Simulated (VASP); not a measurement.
# KI (P4/mmm) in VASP: further runs

Runs on KI. Level: PBE. Tasks: single point.

Program: VASP 6.6.1. These are calculated values, not measurements. Logs are shortened: lines on timing, memory, paths and dates and some standing lists are left out, and cuts for length are marked.

### Step 1. The cell of the first run

Symmetry: P4/mmm, No. 123, tetragonal system. Conventional cell: a = 4.662 Å, b = 4.662 Å, c = 3.636 Å, α = 90.00°, β = 90.00°, γ = 90.00°. Within 4.8 Å of K (site symmetry 4/mmm) lie 6 K at 3.64 to 4.66 Å and 8 I at 3.76 Å. Within 4.8 Å of I (site symmetry 4/mmm) lie 6 I at 3.64 to 4.66 Å and 8 K at 3.76 Å.

### Step 2. Single point, PBE

Contents of INCAR:

```
SYSTEM = KI
PREC = Accurate ; ENCUT = 520
EDIFF = 1E-6 ; ISMEAR = 0
SIGMA = 0.05 ; LREAL = .False.
LASPH = .True. ; NELM = 80
ALGO = Normal ; ISIF = 2
LWAVE = .False. ; LCHARG = .False.
GGA = PE ; NBANDS = 15
```

Contents of KPOINTS:

```
Automatic mesh
0
Gamma
  6 6 6
  0 0 0
```

Contents of POSCAR:

```
KI
1.0
    4.6617275059      0.0000000000      0.0000000000
    0.0000000000      4.6617275059      0.0000000000
    0.0000000000      0.0000000000      3.6361474546
K I
1 1
Direct
    0.0000000000      0.0000000000      0.0000000000
    0.5000000000      0.5000000000      0.5000000000
```

Potentials or basis: VASP PAW PBE potentials, release 64 (K_sv, I).

Started as:

```console
> cat potpaw_PBE.64/K_sv/POTCAR potpaw_PBE.64/I/POTCAR > POTCAR
> mpirun -np 1 vasp_std > vasp.out
```

OUTCAR:

```text
SYSTEM = KI
   PREC = Accurate
   ENCUT = 520
   EDIFF = 1E-6
   ISMEAR = 0
   LREAL = .False.
   LASPH = .True.
   NELM = 80
   ISIF = 2
   GGA = PE

 ion  position               nearest neighbor table
   1  0.000  0.000  0.000-
   2  0.500  0.500  0.500-

  LATTYP: Found a simple tetragonal cell.
 ALAT       =     4.6617275059
 C/A-ratio  =     0.7800000000

  Lattice vectors:

 A1 = (   4.6617275059,   0.0000000000,   0.0000000000)
 A2 = (   0.0000000000,   4.6617275059,   0.0000000000)
 A3 = (   0.0000000000,   0.0000000000,   3.6361474546)

Analysis of symmetry for initial positions (statically):
=====================================================================
 Subroutine PRICEL returns:
 Original cell was already a primitive cell.

 Routine SETGRP: Setting up the symmetry group for a
 simple tetragonal supercell.

 Subroutine GETGRP returns: Found 16 space group operations
 (whereof 16 operations were pure point group operations)
 out of a pool of 16 trial point group operations.

The static configuration has the point symmetry D_4h.

Analysis of symmetry for dynamics (positions and initial velocities):
=====================================================================
 Subroutine PRICEL returns:
 Original cell was already a primitive cell.

 Routine SETGRP: Setting up the symmetry group for a
 simple tetragonal supercell.

 Subroutine GETGRP returns: Found 16 space group operations
 (whereof 16 operations were pure point group operations)
 out of a pool of 16 trial point group operations.

The dynamic configuration has the point symmetry D_4h.

 Subroutine INISYM returns: Found 16 space group operations
 (whereof 16 operations are pure point group operations),
 and found     1 'primitive' translations

----------------------------------------------------------------------------------------

                                     Primitive cell

  volume of cell :      79.0197

  direct lattice vectors                    reciprocal lattice vectors
     4.661727506  0.000000000  0.000000000     0.214512753  0.000000000  0.000000000
     0.000000000  4.661727506  0.000000000     0.000000000  0.214512753  0.000000000
     0.000000000  0.000000000  3.636147455     0.000000000  0.000000000  0.275016350

  length of vectors
     4.661727506  4.661727506  3.636147455     0.214512753  0.214512753  0.275016350

  position of ions in fractional coordinates (direct lattice)
     0.000000000  0.000000000  0.000000000
     0.500000000  0.500000000  0.500000000

  ion indices of the primitive-cell ions
   primitive index   ion index
                 1           1
                 2           2

----------------------------------------------------------------------------------------

 KPOINTS: Automatic mesh

Automatic generation of k-mesh.
 Grid dimensions read from file:
 generate k-points for:    6    6    6

 Generating k-lattice:

  Cartesian coordinates                     Fractional coordinates (reciprocal lattice)
     0.035752125  0.000000000  0.000000000     0.166666667  0.000000000  0.000000000
     0.000000000  0.035752125  0.000000000     0.000000000  0.166666667  0.000000000
     0.000000000  0.000000000  0.045836058     0.000000000  0.000000000  0.166666667

  Length of vectors
     0.035752125  0.035752125  0.045836058

  Shift w.r.t. Gamma in fractional coordinates (k-lattice)
     0.000000000  0.000000000  0.000000000

 Subroutine IBZKPT returns following result:
 ===========================================

 Found     40 irreducible k-points:

 Following reciprocal coordinates:
            Coordinates               Weight
  0.000000  0.000000  0.000000      1.000000
  0.166667  0.000000  0.000000      4.000000
  0.333333  0.000000  0.000000      4.000000
  0.500000  0.000000  0.000000      2.000000
  0.166667  0.166667  0.000000      4.000000
  0.333333  0.166667  0.000000      8.000000
[... 16 lines left out ...]
  0.333333  0.000000  0.333333      8.000000
  0.500000  0.000000  0.333333      4.000000
 [... further k-points ...]
   k-points           NKPTS =     40   k-points in BZ     NKDIM =     40   number of bands    NBANDS=     15
   number of dos      NEDOS =    301   number of ions     NIONS =      2
   total plane-waves  NPLWV =  36288
   dimension x,y,z NGX =    36 NGY =   36 NGZ =   28
   dimension x,y,z NGXF=    72 NGYF=   72 NGZF=   56
   ions per type =               1   1
   NGX,Y,Z   is equivalent  to a cutoff of  12.84, 12.84, 12.80 a.u.
   NGXF,Y,Z  is equivalent  to a cutoff of  25.68, 25.68, 25.60 a.u.
 SYSTEM =  KI
   PREC   = accura    normal or accurate (medium, high low for compatibility)
   ISTART =      0    job   : 0-new  1-cont  2-samecut
   ICHARG =      2    charge: 1-file 2-atom 10-const
   ISPIN  =      1    spin polarized calculation?
   LNONCOLLINEAR =      F non collinear calculations
   LSORBIT =      F    spin-orbit coupling
   LASPH  =      T    aspherical Exc in radial PAW
   ENCUT  =  520.0 eV  38.22 Ry    6.18 a.u.   8.67  8.67  6.76*2*pi/ulx,y,z
   NELM   =     80;   NELMIN=  2; NELMDL= -5     # of ELM steps
   EDIFF  = 0.1E-05   stopping-criterion for ELM
   LREAL  =      F    real-space projection
   EDIFFG = 0.1E-04   stopping-criterion for IOM
   NSW    =      0    number of steps for IOM
   IBRION =     -1    ionic relax: 0-MD 1-quasi-New 2-CG
   NFREE  =      0    steps in history (QN), initial steepest desc. (CG)
   ISIF   =      2    stress and relaxation
   ISYM   =      2    0-nonsym 1-usesym 2-fastsym
   POTIM  = 0.5000    time-step for ionic-motion
   TEBEG  =    0.0;   TEEND  =   0.0 temperature during run
   PSTRESS=    0.0 pullay stress
   NELECT =      16.0000    total number of electrons
   NUPDOWN=      -1.0000    fix difference up-down
   EMIN   =  10.00;   EMAX   =-10.00  energy-range for DOS
   EFERMI =   0.00;   METHOD = LEGACY
   ISMEAR =     0;   SIGMA  =   0.05  broadening in eV -4-tet -1-fermi 0-gaus
   EFERMI_NEDOS =   21; number of points for ismear=-14 and -15
   IALGO  =     38    algorithm
   IMIX   =      4    mixing-type and parameters
     AMIX     =   0.40;   BMIX     =  1.00
     AMIX_MAG =   1.60;   BMIX_MAG =  1.00
  volume/ion in A,a.u.               =      39.51       266.63
  Fermi-wavevector in a.u.,A,eV,Ry     =   0.961324  1.816639 12.573738  0.924144
  Thomas-Fermi vector in A             =   2.090686
   LORBIT       =      0    0 simple, 1 ext, 2 COOP (PROOUT), +10 PAW based schemes
   GGA     = PE    functional components
   LHFCALC =     F    Hartree Fock is set to
   AEXX    =    0.0000 exact exchange contribution
   IVDW    =     0    specifies the selected vdW correction
   LEPSILON=     F    determine dielectric tensor
   LRPA    =     F    only Hartree local field effects (RPA)
 non-spin polarized calculation
 Gauss-broadening in eV      SIGMA  =   0.05
  energy-cutoff  :      520.00
  volume of cell :       79.02
 maximum number of plane-waves:      2152
 NGX is ok and might be reduce to    36

 number of electron      16.0000000 magnetization

 Free energy of the ion-electron system (eV)
  ---------------------------------------------------
  ext. energy  EPLUGINS =         0.00000000
  ---------------------------------------------------
  free energy    TOTEN  =        -5.06015437 eV

  energy without entropy =       -5.06015437  energy(sigma->0) =       -5.06015437

 E-fermi :   2.6697     XC(G=0):  -7.6973

 val. band max:        2.3429224236   @ k =   0.5000   0.5000   0.0000
 cond. band min:       3.8020859404   @ k =   0.0000   0.0000   0.0000
 fundamental gap:      1.4591635168
 Fermi energy:         2.6696796533

 k-point     1 :       0.0000    0.0000    0.0000
  band No.  band energies     occupation
      1     -28.7438      2.00000
      2     -12.1771      2.00000
      3     -12.1771      2.00000
      4     -12.1244      2.00000
      5     -10.2202      2.00000
      6       0.1049      2.00000
      7       0.1049      2.00000
      8       2.1813      2.00000
      9       3.8021      0.00000
     10       5.1610      0.00000
     11       6.6160      0.00000
     12       8.0934      0.00000
     13       9.9815      0.00000
     14       9.9815      0.00000
     15      10.2921      0.00000

 k-point     2 :       0.1667    0.0000    0.0000
  band No.  band energies     occupation
      1     -28.7434      2.00000
      2     -12.2033      2.00000
      3     -12.1753      2.00000
      4     -12.1237      2.00000
      5     -10.1705      2.00000
      6      -0.3526      2.00000
      7       0.0954      2.00000
      8       2.1886      2.00000
      9       4.3381      0.00000
     10       5.6502      0.00000
     11       6.7226      0.00000
     12       8.1536      0.00000
     13       9.8604      0.00000
     14       9.9867      0.00000
     15      10.0310      0.00000

 k-point     3 :       0.3333    0.0000    0.0000
  band No.  band energies     occupation
      1     -28.7426      2.00000
      2     -12.2531      2.00000
      3     -12.1717      2.00000
      4     -12.1222      2.00000
      5     -10.0718      2.00000
      6      -1.0302      2.00000
      7       0.0764      2.00000
      8       2.2031      2.00000
      9       5.2230      0.00000
     10       6.5843      0.00000
     11       7.1843      0.00000
     12       8.3557      0.00000
     13       9.1371      0.00000
     14      10.0410      0.00000
     15      10.1382      0.00000

 k-point     4 :       0.5000    0.0000    0.0000
  band No.  band energies     occupation
      1     -28.7422      2.00000
      2     -12.2769      2.00000
      3     -12.1699      2.00000
      4     -12.1215      2.00000
      5     -10.0225      2.00000
      6      -1.3067      2.00000
      7       0.0667      2.00000
      8       2.2102      2.00000
      9       6.0063      0.00000
     10       6.2549      0.00000
     11       8.0087      0.00000
     12       8.5504      0.00000
     13       8.9945      0.00000
     14       9.6192      0.00000
     15       9.7748      0.00000
[... 307 lines left out ...]
 k-point    22 :       0.1667    0.0000    0.3333
  band No.  band energies     occupation
      1     -28.7189      2.00000
      2     -12.4184      2.00000
      3     -12.1547      2.00000
      4     -12.1402      2.00000
      5      -9.7134      2.00000
      6      -0.8071      2.00000
      7       0.1759      2.00000
      8       0.5000      2.00000
      9       5.6907      0.00000
     10       6.4915      0.00000
     11       7.7670      0.00000
     12       7.8522      0.00000
     13       8.5086      0.00000
     14       8.8691      0.00000
     15       9.7577      0.00000

 k-point    23 :       0.3333    0.0000    0.3333
  band No.  band energies     occupation
      1     -28.7182      2.00000
      2     -12.4058      2.00000
      3     -12.1816      2.00000
      4     -12.1379      2.00000
      5      -9.6802      2.00000
      6      -0.6750      2.00000
      7      -0.3111      2.00000
      8       0.5663      2.00000
      9       5.8844      0.00000
     10       6.2290      0.00000
     11       7.3211      0.00000
     12       8.2031      0.00000
     13       8.2119      0.00000
     14       8.5758      0.00000
     15      10.5260      0.00000

 k-point    24 :       0.5000    0.0000    0.3333
  band No.  band energies     occupation
      1     -28.7178      2.00000
      2     -12.3992      2.00000
      3     -12.1952      2.00000
      4     -12.1368      2.00000
      5      -9.6634      2.00000
      6      -0.5762      2.00000
      7      -0.5503      2.00000
      8       0.6007      2.00000
      9       5.8048      0.00000
     10       6.1062      0.00000
     11       7.1429      0.00000
     12       7.9168      0.00000
     13       8.3227      0.00000
     14       9.6503      0.00000
     15       9.6969      0.00000

 [... further k-points ...]

------------------------ aborting loop because EDIFF is reached ----------------------------------------

  FORCE on cell =-STRESS in cart. coord.  units (eV):
  Direction    XX          YY          ZZ          XY          YZ          ZX
  --------------------------------------------------------------------------------------
  -------------------------------------------------------------------------------------
  Total       -0.9876248     -0.9876248      3.9133724      0.0000000     -0.0000000     -0.0000000
  in kB      -20.0247600    -20.0247600     79.3462691      0.0000000     -0.0000000     -0.0000000
  external PRESSURE =      13.0989164 kB  Pullay stress =       0.0000000 kB

 VOLUME and BASIS-vectors are now :
 -----------------------------------------------------------------------------
  energy-cutoff  :      520.00
  volume of cell :       79.02
      direct lattice vectors                 reciprocal lattice vectors
     4.661727506  0.000000000  0.000000000     0.214512753  0.000000000  0.000000000
     0.000000000  4.661727506  0.000000000     0.000000000  0.214512753  0.000000000
     0.000000000  0.000000000  3.636147455     0.000000000  0.000000000  0.275016350

 POSITION                                       TOTAL-FORCE (eV/Angst)
 -----------------------------------------------------------------------------------
      0.00000      0.00000      0.00000         0.000000      0.000000      0.000000
      2.33086      2.33086      1.81807         0.000000      0.000000      0.000000
 -----------------------------------------------------------------------------------
    total drift:                                0.000000      0.000000      0.000000

  FREE ENERGIE OF THE ION-ELECTRON SYSTEM (eV)
  ---------------------------------------------------
  free  energy   TOTEN  =        -5.0601543721 eV

  energy  without entropy=       -5.0601543721  energy(sigma->0) =       -5.06015437
```

Wall time 47 s (1 thread of Intel Xeon 8259CL, shared host); peak memory 0.21 GiB.

What came out:

```
Free energy            : -5.0602 eV
Pressure               : 1.3 GPa
Band gap on the k mesh : 1.46 eV (least direct gap 1.62 eV)
```

Caveat: the stress differs along the axes, from -2 to 8 GPa; spin-orbit coupling is left out, which moves the levels of the heavy elements. A k mesh can miss the band edges.

### Step 3. Single point, PBE

This run uses another cell than the first one, of the same volume but with other edges.

Contents of INCAR:

```
SYSTEM = KI
ALGO = Normal ; EDIFF = 1E-6
ENCUT = 520 ; GGA = PE
ISIF = 2 ; ISMEAR = 0
LASPH = .TRUE. ; LCHARG = .FALSE.
LREAL = .FALSE. ; LWAVE = .FALSE.
NBANDS = 15 ; NELM = 80
PREC = Accurate ; SIGMA = 0.05
```

Contents of KPOINTS:

```
k-points
0
G
  6 6 6
  0 0 0
```

Contents of POSCAR:

```
KI
1.0
    3.9318532552      0.0000000000      0.0000000000
    0.0000000000      3.9318532552      0.0000000000
    0.0000000000      0.0000000000      5.1114092318
K I
1 1
Direct
    0.0000000000      0.0000000000      0.0000000000
    0.5000000000      0.5000000000      0.5000000000
```

Potentials or basis: VASP PAW PBE potentials, release 64 (K_sv, I).

Started as:

```console
> cat potpaw_PBE.64/K_sv/POTCAR potpaw_PBE.64/I/POTCAR > POTCAR
> mpirun -np 1 vasp_std > vasp.out
```

Run time: 51 s. Hardware: 1 thread of Intel Xeon 8259CL, shared host; peak memory 0.21 GiB.

The run converged. Its results:

| Property | Result |
| --- | --- |
| Free energy | -5.0838 eV |
| Pressure | 0.9 GPa |
| Band gap on the k mesh | 1.75 eV (least direct gap 2.11 eV) |

Stress tensor (GPa, compression positive):
```
 3.58  0.00  0.00
 0.00  3.58  0.00
 0.00  0.00 -4.50
```

Levels at points of the mesh, in eV from the valence-band top:
```tsv
k point	band 4	band 5	band 6	band 7	band 8	band 9	band 10	band 11	band 12	band 13
(0.00, 0.00, 0.00)	-13.93	-11.89	-2.01	-0.36	-0.36	1.75	4.29	4.41	7.23	7.23
(0.50, 0.00, 0.00)	-13.90	-11.47	-3.10	-1.78	-0.09	4.13	4.69	6.12	6.98	7.00
(0.50, 0.50, 0.00)	-13.88	-11.21	-2.40	-2.40	-1.23	3.55	3.73	4.82	4.82	7.65
(0.00, 0.00, 0.50)	-13.95	-11.73	-3.06	-0.40	-0.40	4.67	5.01	5.13	6.66	7.52
(0.50, 0.00, 0.50)	-13.92	-11.50	-2.80	-2.19	0.00	2.83	5.30	6.43	6.98	7.09
(0.50, 0.50, 0.50)	-13.89	-11.17	-2.47	-2.47	-1.97	4.70	4.98	4.98	6.19	7.25
```

Caveat: the stress differs along the axes, from -4 to 4 GPa; spin-orbit coupling is left out, which moves the levels of the heavy elements.
